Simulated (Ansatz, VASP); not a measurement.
**Two plane-wave programs on AlV3N4**

Contents of INCAR:

```
PREC = Accurate
ENCUT = 600
EDIFF = 1E-6
ISMEAR = 0
SIGMA = 0.1
LREAL = F
LASPH = T
NELM = 150
ALGO = Normal
ISIF = 3
LWAVE = F
LCHARG = F
ISPIN = 2
MAGMOM = 0 2 2 -2 0 0 0 0
LORBIT = 11
LMAXMIX = 4
GGA = PE
IBRION = 2
NSW = 90
EDIFFG = -0.04
```

Contents of KPOINTS:

```
regular mesh
0
Gamma
  6 6 2
```

POSCAR

```
AlV3N4
1.0
    3.2640477900      0.0000000000      0.0000000000
    0.0000000000      3.2640477900      0.0000000000
    0.0000000000      0.0000000000      9.2321212900
Al V N
1 3 4
Direct
    0.5000000000      0.5000000000      0.0000000000
    0.0000000000      0.0000000000      0.7500000000
    0.0000000000      0.0000000000      0.2500000000
    0.5000000000      0.5000000000      0.5000000000
    0.0000000000      0.0000000000      0.0000000000
    0.5000000000      0.5000000000      0.2500000000
    0.0000000000      0.0000000000      0.5000000000
    0.5000000000      0.5000000000      0.7500000000
```

Input for Ansatz:

```yaml
crystal:
  lattice:
    - [3.26404779, 0.0, 0.0]
    - [0.0, 3.26404779, 0.0]
    - [0.0, 0.0, 9.23212129]
  atoms:
    - { symbol: Al, position: [0.5, 0.5, 0.0] }
    - { symbol: V, position: [0.0, 0.0, 0.75], spin: 2.0 }
    - { symbol: V, position: [0.0, 0.0, 0.25], spin: 2.0 }
    - { symbol: V, position: [0.5, 0.5, 0.5], spin: -2.0 }
    - { symbol: "N", position: [0.0, 0.0, 0.0] }
    - { symbol: "N", position: [0.5, 0.5, 0.25] }
    - { symbol: "N", position: [0.0, 0.0, 0.5] }
    - { symbol: "N", position: [0.5, 0.5, 0.75] }
basis:
  ecutwfc: 420
kpoints:
  mp_grid: { grid: [6, 6, 2] }
hamiltonian:
  xc: pbe
scf:
  occupations: { method: gaussian, width: 0.1 }
  lower_state_search: "off"
output:
  forces: true
  stress: true
  eigenvalues: true
  populations: true
magnetization:
  spin_polarized: true
relax:
  adjacent_minimum: "off"
  f_tol: 0.04
  max_steps: 70
  cell: { stress_tol: 0.4 }
```

Alike in both runs: task relaxation of cell and atoms; functional PBE; k mesh 6 × 6 × 2; occupations gaussian, width 0.1 eV; collinear spin.

|  | VASP | Ansatz |
| --- | --- | --- |
| version | VASP 6.6.1 | Ansatz 0.2.0 |
| potentials or method | VASP PAW PBE potentials, release 64 (Al, V_sv, N), cutoff 600 eV | scalar-relativistic, plane waves, PAW |
| valence electrons in the cell | 62 | 62 |

```tsv
	VASP	Ansatz	Ansatz less VASP
gap on the k mesh at the Fermi level, each at its own relaxed structure (eV)	none	none	-
net moment per atom (μB)	0.00	0.15	+0.146
size of the moment on the site where the two differ most (μB)	0.00	0.62	+0.611
relaxed volume (Å³/atom)	8.72	8.76	+0.040
relaxed length of the cell vector where the two differ most in proportion (Å)	8.357	8.374	+0.0175
```

The net moments are unlike, so the other rows may belong to different states. Site moments also hang on the region over which each program counts them. A gap of «none» marks a metal or a gap that the smearing closes.

Noted on VASP's run: the volume moved by over 15 % at a fixed basis, so the end points are rough.
